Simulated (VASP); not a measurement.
# Pd (Fm-3m) in VASP: notebook

The runs below take Pd through single point, with LDA.

All numbers are computed with VASP 6.6.1; they aren't measurements. Logs are shortened: lines on timing, memory, paths and dates and some standing lists are left out, and cuts for length are marked.

## Step 1: The cell of the first run

It takes space group Fm-3m (No. 225, cubic). Conventional cell: a = 3.841 Å, b = 3.841 Å, c = 3.841 Å, α = 90.00°, β = 90.00°, γ = 90.00°. Within 3.6 Å of Pd (site symmetry m-3m) lie 12 Pd at 2.72 Å.

## Step 2: Single point, LDA, collinear spin, ferromagnetic start

INCAR reads:

```
SYSTEM = Pd
  ALGO = Normal
  EDIFF = 1E-6
  ENCUT = 520
  GGA = CA
  ISIF = 2
  ISMEAR = 1
  ISPIN = 2
  LASPH = .TRUE.
  LCHARG = .TRUE.
  LELF = .TRUE.
  LMAXMIX = 4
  LORBIT = 11
  LREAL = .FALSE.
  LVHAR = .TRUE.
  LWAVE = .FALSE.
  MAGMOM = 0.5
  NBANDS = 15
  NELM = 150
  PREC = Accurate
  SIGMA = 0.6
```

KPOINTS reads:

```
k-points
0
G
  14 14 14
  0 0 0
```

POSCAR reads:

```
Pd
1.0
    0.0000000000      1.9202771092      1.9202771092
    1.9202771092      0.0000000000      1.9202771092
    1.9202771092      1.9202771092      0.0000000000
Pd
1
Direct
    0.0000000000      0.0000000000      0.0000000000
```

Potentials or basis: VASP PAW LDA potentials, release 64 (Pd).

The run is started by

```sh
> cat potpaw_LDA.64/Pd/POTCAR > POTCAR
> mpirun -np 1 vasp_std > vasp.out
```

OUTCAR:

```text
SYSTEM = Pd
   EDIFF = 1E-6
   ENCUT = 520
   GGA = CA
   ISIF = 2
   ISMEAR = 1
   ISPIN = 2
   LASPH = .TRUE.
   LORBIT = 11
   LREAL = .FALSE.
   NELM = 150
   PREC = Accurate

 ion  position               nearest neighbor table
   1  0.000  0.000  0.000-

  LATTYP: Found a face centered cubic cell.
 ALAT       =     3.8405542184

  Lattice vectors:

 A1 = (   0.0000000000,   1.9202771092,   1.9202771092)
 A2 = (   1.9202771092,   0.0000000000,   1.9202771092)
 A3 = (   1.9202771092,   1.9202771092,   0.0000000000)

Analysis of symmetry for initial positions (statically):
[... 25 lines left out ...]
The dynamic configuration has the point symmetry O_h .

Analysis of structural, dynamic, and magnetic symmetry:
=====================================================================
 Subroutine PRICEL returns:
[... 7 lines left out ...]
 out of a pool of 48 trial point group operations.

The overall configuration has the point symmetry O_h .

 Subroutine INISYM returns: Found 48 space group operations
[... 5 lines left out ...]
                                     Primitive cell

  volume of cell :      14.1619

  direct lattice vectors                    reciprocal lattice vectors
     0.000000000  1.920277109  1.920277109    -0.260379087  0.260379087  0.260379087
     1.920277109  0.000000000  1.920277109     0.260379087 -0.260379087  0.260379087
     1.920277109  1.920277109  0.000000000     0.260379087  0.260379087 -0.260379087

  length of vectors
     2.715681931  2.715681931  2.715681931     0.450989807  0.450989807  0.450989807

  position of ions in fractional coordinates (direct lattice)
     0.000000000  0.000000000  0.000000000

  ion indices of the primitive-cell ions
   primitive index   ion index
                 1           1

----------------------------------------------------------------------------------------

 KPOINTS: k-points

Automatic generation of k-mesh.
 Grid dimensions read from file:
 generate k-points for:   14   14   14

 Generating k-lattice:

  Cartesian coordinates                     Fractional coordinates (reciprocal lattice)
    -0.018598506  0.018598506  0.018598506     0.071428571  0.000000000  0.000000000
     0.018598506 -0.018598506  0.018598506     0.000000000  0.071428571  0.000000000
     0.018598506  0.018598506 -0.018598506     0.000000000  0.000000000  0.071428571

  Length of vectors
     0.032213558  0.032213558  0.032213558

  Shift w.r.t. Gamma in fractional coordinates (k-lattice)
     0.000000000  0.000000000  0.000000000

[... 78 lines left out ...]
   IVDW    =     0    specifies the selected vdW correction
   LEPSILON=     F    determine dielectric tensor
   LRPA    =     F    only Hartree local field effects (RPA)
 spin polarized calculation
 Methfessel and Paxton  Order N= 1 SIGMA  =   0.60
  energy-cutoff  :      520.00
  volume of cell :       14.16
 maximum number of plane-waves:       392
   NGX =  9   NGY =  9   NGZ =  9

 number of electron      10.0000005 magnetization      -0.0052457

 number of electron      10.0000005 magnetization       0.0001633

 Free energy of the ion-electron system (eV)
  ---------------------------------------------------
  ext. energy  EPLUGINS =         0.00000000
  ---------------------------------------------------
  free energy    TOTEN  =        -6.51582044 eV

  energy without entropy =       -6.46620697  energy(sigma->0) =       -6.49928262

 E-fermi :  10.3392     XC(G=0): -13.7682

 val. band max:       10.3294147526   @ k =   0.4286   0.2857   0.0000
 cond. band min:      10.3453050446   @ k =  -0.2143   0.1429   0.0000
 fundamental gap:      0.0158902920
 Fermi energy:        10.3391957505

 spin component 1

 k-point     1 :       0.0000    0.0000    0.0000
  band No.  band energies     occupation
      1       2.7480      1.00000
      2       7.2399      1.00000
      3       7.2399      1.00000
      4       7.2399      1.00000
      5       8.9941      1.00339
      6       8.9941      1.00339
      7      27.4466      0.00000
      8      32.3978      0.00000
      9      32.3978      0.00000
     10      32.3978      0.00000
     11      35.9127      0.00000
     12      38.0380      0.00000
     13      41.6855      0.00000
     14      41.6855      0.00000
[... 403 lines left out ...]
      4       8.0191      1.00000
      5       9.1271      1.00748
      6       9.6051      1.03546
      7      25.9624      0.00000
      8      29.1127      0.00000
      9      30.4763      0.00000
     10      32.2977      0.00000
     11      35.8413      0.00000
     12      37.3289      0.00000
     13      38.6775      0.00000
     14      39.3401      0.00000
     15      42.7207      0.00000

 [... further k-points ...]

 spin component 2

 k-point     1 :       0.0000    0.0000    0.0000
  band No.  band energies     occupation
      1       2.7479      1.00000
      2       7.2401      1.00000
      3       7.2401      1.00000
      4       7.2401      1.00000
      5       8.9943      1.00340
      6       8.9943      1.00340
      7      27.4465      0.00000
      8      32.3977      0.00000
      9      32.3977      0.00000
     10      32.3977      0.00000
     11      35.9130      0.00000
     12      38.0378      0.00000
     13      41.6854      0.00000
     14      41.6854      0.00000
[... 403 lines left out ...]
      4       8.0193      1.00000
      5       9.1272      1.00749
      6       9.6053      1.03546
      7      25.9624      0.00000
      8      29.1126      0.00000
      9      30.4762      0.00000
     10      32.2977      0.00000
     11      35.8416      0.00000
     12      37.3289      0.00000
     13      38.6774      0.00000
     14      39.3401      0.00000
     15      42.7207      0.00000

 [... further k-points ...]
[... 5 lines left out ...]
  --------------------------------------------------------------------------------------
  -------------------------------------------------------------------------------------
  Total        0.0326225      0.0326225      0.0326225      0.0000000      0.0000000     -0.0000000
  in kB        3.6906815      3.6906815      3.6906815      0.0000000      0.0000000     -0.0000000
  external PRESSURE =       3.6906815 kB  Pullay stress =       0.0000000 kB

 VOLUME and BASIS-vectors are now :
 -----------------------------------------------------------------------------
  energy-cutoff  :      520.00
  volume of cell :       14.16
      direct lattice vectors                 reciprocal lattice vectors
     0.000000000  1.920277109  1.920277109    -0.260379087  0.260379087  0.260379087
     1.920277109  0.000000000  1.920277109     0.260379087 -0.260379087  0.260379087
     1.920277109  1.920277109  0.000000000     0.260379087  0.260379087 -0.260379087

 POSITION                                       TOTAL-FORCE (eV/Angst)
 -----------------------------------------------------------------------------------
      0.00000      0.00000      0.00000         0.000000      0.000000      0.000000
 -----------------------------------------------------------------------------------
    total drift:                                0.000000     -0.000000     -0.000000

  FREE ENERGIE OF THE ION-ELECTRON SYSTEM (eV)
  ---------------------------------------------------
  free  energy   TOTEN  =        -6.5158204375 eV

  energy  without entropy=       -6.4662069741  energy(sigma->0) =       -6.49928262

 total charge

# of ion       s       p       d       tot
------------------------------------------
    1        0.514   0.530   8.483   9.528

 magnetization (x)

# of ion       s       p       d       tot
------------------------------------------
    1       -0.000  -0.000   0.000   0.000
```

stdout:

```text
POSCAR found type information on POSCAR Pd
 POSCAR found :  1 types and       1 ions
 scaLAPACK will be used
 LDA part: xc-table for (Slater(with rela. corr.)+CA(PZ))
 , standard interpolation
 POSCAR, INCAR and KPOINTS ok, starting setup
 FFT: planning ... GRIDC
 FFT: planning ... GRID_SOFT
 FFT: planning ... GRID
 WAVECAR not read
 entering main loop
```

Wall time 25 s (1 thread of Intel Xeon Platinum 8488C (Sapphire Rapids), shared host); peak memory 0.14 GiB.

What came out:

```
Free energy                                           : -6.5158 eV
Pressure                                              : 0.4 GPa
Band gap on the k mesh                                : zero (filled and empty bands overlap)
Net moment                                            : 0.00 μB per cell
Valence electrons inside the program's atomic spheres : Pd 9.53
```

Levels at points of the mesh, in eV from the Fermi level:
Spin up:
| k point | band 1 | band 2 | band 3 | band 4 | band 5 | band 6 | band 7 | band 8 | band 9 | band 10 |
| --- | --- | --- | --- | --- | --- | --- | --- | --- | --- | --- |
| (0.00, 0.00, 0.00) | -7.59 | -3.10 | -3.10 | -3.10 | -1.35 | -1.35 | 17.11 | 22.06 | 22.06 | 22.06 |
| (0.50, 0.00, 0.00) | -5.72 | -3.15 | -3.15 | -0.05 | -0.05 | 0.82 | 7.55 | 16.49 | 21.28 | 21.28 |
| (0.50, 0.50, 0.00) | -5.82 | -5.53 | -0.07 | 0.29 | 0.29 | 3.22 | 11.11 | 13.25 | 13.25 | 22.08 |
Spin down:
```
           k point  band 1  band 2  band 3  band 4  band 5  band 6  band 7  band 8  band 9  band 10
(0.00, 0.00, 0.00)   -7.59   -3.10   -3.10   -3.10   -1.34   -1.34   17.11   22.06   22.06    22.06
(0.50, 0.00, 0.00)   -5.72   -3.14   -3.14   -0.05   -0.05    0.82    7.55   16.49   21.28    21.28
(0.50, 0.50, 0.00)   -5.82   -5.53   -0.07    0.29    0.29    3.22   11.11   13.25   13.25    22.08
```

## Step 3: Single point, LDA, collinear spin, ferromagnetic start

INCAR reads:

```
ALGO = Normal
EDIFF = 1E-6
ENCUT = 520
GGA = CA
ISIF = 2
ISMEAR = 1
ISPIN = 2
LASPH = T
LCHARG = F
LMAXMIX = 4
LORBIT = 11
LREAL = F
LWAVE = F
MAGMOM = 0.5
NBANDS = 15
NELM = 150
PREC = Accurate
SIGMA = 1.0
```

KPOINTS reads:

```
k-points
0
Gamma
  14 14 14
```

POSCAR is that of step 2.

Potentials or basis: VASP PAW LDA potentials, release 64 (Pd).

The run is started by

```sh
> cat potpaw_LDA.64/Pd/POTCAR > POTCAR
> mpirun -np 1 vasp_std > vasp.out
```

Run time: 24 s. Hardware: 1 thread of Intel Xeon Platinum 8488C (Sapphire Rapids), shared host; peak memory 0.14 GiB.

It converged, with:

| Item | Value |
| --- | --- |
| Free energy | -6.5448 eV |
| Pressure | 0.0 GPa |
| Band gap on the k mesh | zero (filled and empty bands overlap) |
| Net moment | 0.00 μB per cell |
| Valence electrons inside the program's atomic spheres | Pd 9.53 |

Levels at points of the mesh, in eV from the Fermi level:
Spin up:
| k point | band 1 | band 2 | band 3 | band 4 | band 5 | band 6 | band 7 | band 8 | band 9 | band 10 |
| --- | --- | --- | --- | --- | --- | --- | --- | --- | --- | --- |
| (0.00, 0.00, 0.00) | -7.65 | -3.16 | -3.16 | -3.16 | -1.41 | -1.41 | 17.05 | 22.00 | 22.00 | 22.00 |
| (0.50, 0.00, 0.00) | -5.78 | -3.21 | -3.21 | -0.12 | -0.12 | 0.76 | 7.49 | 16.43 | 21.22 | 21.22 |
| (0.50, 0.50, 0.00) | -5.89 | -5.59 | -0.14 | 0.22 | 0.22 | 3.16 | 11.05 | 13.19 | 13.19 | 22.02 |
Spin down:
```csv
k point,band 1,band 2,band 3,band 4,band 5,band 6,band 7,band 8,band 9,band 10
"(0.00, 0.00, 0.00)",-7.65,-3.16,-3.16,-3.16,-1.41,-1.41,17.05,22.00,22.00,22.00
"(0.50, 0.00, 0.00)",-5.78,-3.21,-3.21,-0.12,-0.12,0.76,7.49,16.43,21.22,21.22
"(0.50, 0.50, 0.00)",-5.89,-5.59,-0.14,0.22,0.22,3.16,11.05,13.19,13.19,22.02
```
